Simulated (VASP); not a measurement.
Crystal: VO2.

```xyz
6
Lattice="4.5072 0.0000 0.0000 0.0000 4.5072 0.0000 0.0000 0.0000 3.0444" Properties=species:S:1:pos:R:3 pbc="T T T"
V     2.2536    2.2536    1.5222
V     0.0000    0.0000    0.0000
O     0.9031    3.6041    1.5222
O     3.6041    0.9031    1.5222
O     3.1567    3.1567    0.0000
O     1.3505    1.3505    0.0000
```

Base run:

| Item | Value |
| --- | --- |
| Program | VASP 6.6.1 |
| Functional | SVWN5 |
| Potentials or basis | VASP PAW PBE potentials, release 64 (V_sv, O) |
| Cutoff | 600 eV |
| k mesh | 6 × 6 × 9 |
| Occupations | fermi-dirac, width 0.05 eV |
| Spin | collinear spin, ferromagnetic start |
| Starting moments | [2.0, 2.0, 0.0, 0.0, 0.0, 0.0] μB |

Its results: band gap on the k mesh zero (filled and empty bands overlap); pressure -22.6 GPa; net moment 2.00 μB per cell; site moments V +1.02; O -0.04 μB; largest force 0.322 eV/Å.

Problem. The run is repeated on the same cell with these changes: functional from SVWN5 to BLYP. What comes out?

Solution. Band gap on the k mesh zero (filled and empty bands overlap); pressure -2.0 GPa; net moment 2.00 μB per cell; site moments V +1.07; O -0.06 μB; largest force 0.215 eV/Å.

BLYP binds less tightly than SVWN5, so the same cell stands under more pressure.

Caveats: the PAW data sets were made with another functional, which shifts forces and pressure a little; semilocal functionals often make such compounds metallic where correlation or magnetic order opens a gap, which also shifts bond lengths; the stress differs along the axes, from -36 to -16 GPa (at least some runs); the stress differs along the axes, from -13 to 3 GPa (at least some runs).
